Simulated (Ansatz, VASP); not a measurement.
# Mg: VASP beside Ansatz

```xyz
1
Lattice="-1.4814 1.4814 1.4814 1.4814 -1.4814 1.4814 1.4814 1.4814 -1.4814" Properties=species:S:1:pos:R:3 pbc="T T T"
Mg    0.0000    0.0000    0.0000
```

Change from the starting cell: volume scaled by 1.01.

Alike in both runs: task single point; functional LDA; k mesh 19 × 19 × 19; occupations fermi-dirac, width 0.03 eV; no spin polarisation.

```csv
,VASP,Ansatz
version,VASP 6.6.1,Ansatz 0.2.0
potentials or method,"VASP PAW LDA potentials, release 64 (Mg), cutoff 520 eV","all-electron LAPW, scalar-relativistic"
```

Ansatz gave:

| Property | Result |
| --- | --- |
| pressure (GPa) | 53.5 |

**Question.** What did VASP give for the same quantities?

**Answer.** Pressure (GPa): 53.8.

LDA's correlation is that of Perdew and Zunger in VASP and of Perdew and Wang (1992) in Ansatz. Both programs put the cell under a high pressure, so it lies far from rest at this level. Ansatz ran all-electron here, and VASP with PAW potentials.
